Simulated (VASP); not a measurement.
## BN: single point with PBEsol

BN:

```
B N
1.0
    -2.54101    0.00000    0.00000
     1.27051   -2.20058    0.00000
    -1.01640    0.00000   12.60989
B N
6 6
Direct
  0.30836 0.66667 0.06244
  0.17502 0.66667 0.39578
  0.04169 0.66667 0.72911
  0.30836 0.33333 0.89578
  0.57502 0.33333 0.22911
  0.44169 0.33333 0.56244
  0.95828 0.66667 0.93762
  0.22495 0.66667 0.27096
  0.09162 0.66667 0.60429
  0.35828 0.33333 0.77096
  0.62495 0.33333 0.10429
  0.49162 0.33333 0.43762
```

```
Program             : VASP 6.6.1
Task                : single point
Functional          : PBEsol
Potentials or basis : VASP PAW PBE potentials, release 64 (B, N)
Cutoff              : 520 eV
k mesh              : 10 × 10 × 2
Occupations         : gaussian, width 0.05 eV
Spin                : no spin polarisation
```

```
Pressure               : 1.4 GPa
Largest force          : 3.241 eV/Å
Band gap on the k mesh : 2.81 eV (least direct gap 3.95 eV)
```

Forces in eV/Å, atoms in the order of the input:
```
B    2.227 -0.178  0.677
B    0.001  0.019  0.152
B   -0.024 -0.007  0.172
B   -0.076  0.604 -0.009
B    0.134  0.253  0.317
B   -0.001  0.000  0.148
N   -2.457 -1.552 -1.434
N    0.011  0.042 -0.133
N   -0.003 -0.001 -0.157
N   -0.142 -0.082 -0.377
N    0.328  0.901  0.793
N    0.001  0.002 -0.149
```

Stress tensor (GPa, compression positive):
```
-8.65  1.37 11.77
 1.37  2.32  6.18
11.77  6.18 10.59
```

Levels at points of the mesh, in eV from the valence-band top:
| k point | band 21 | band 22 | band 23 | band 24 | band 25 | band 26 | band 27 | band 28 |
| --- | --- | --- | --- | --- | --- | --- | --- | --- |
| (0.00, 0.00, 0.00) | -0.62 | -0.33 | -0.22 | 0.00 | 6.76 | 7.85 | 8.08 | 8.36 |
| (0.50, 0.00, 0.00) | -3.66 | -3.19 | -2.49 | -1.38 | 3.44 | 6.10 | 6.36 | 6.52 |
| (0.50, 0.50, 0.00) | -3.68 | -3.18 | -2.52 | -1.13 | 2.81 | 6.13 | 6.30 | 6.54 |
| (0.00, 0.50, 0.00) | -3.58 | -2.91 | -2.70 | -2.44 | 4.67 | 6.08 | 6.29 | 6.40 |
| (0.00, 0.00, 0.50) | -0.71 | -0.54 | -0.23 | -0.21 | 6.80 | 7.89 | 8.05 | 8.39 |
| (0.50, 0.00, 0.50) | -3.81 | -3.06 | -2.53 | -1.37 | 3.43 | 6.08 | 6.30 | 6.55 |
| (0.50, 0.50, 0.50) | -3.86 | -3.12 | -2.53 | -1.22 | 2.88 | 6.14 | 6.37 | 6.58 |
| (0.00, 0.50, 0.50) | -3.51 | -3.34 | -2.71 | -2.41 | 4.69 | 6.11 | 6.28 | 6.46 |

Run time: 3.8 min on 1 thread of Intel(R) Xeon(R) Platinum 8488C (Sapphire Rapids), on a shared host, peak memory 0.3 GiB.

Caveat: the PAW data sets were made with another functional, which shifts forces and pressure a little. A k mesh can miss the band edges.
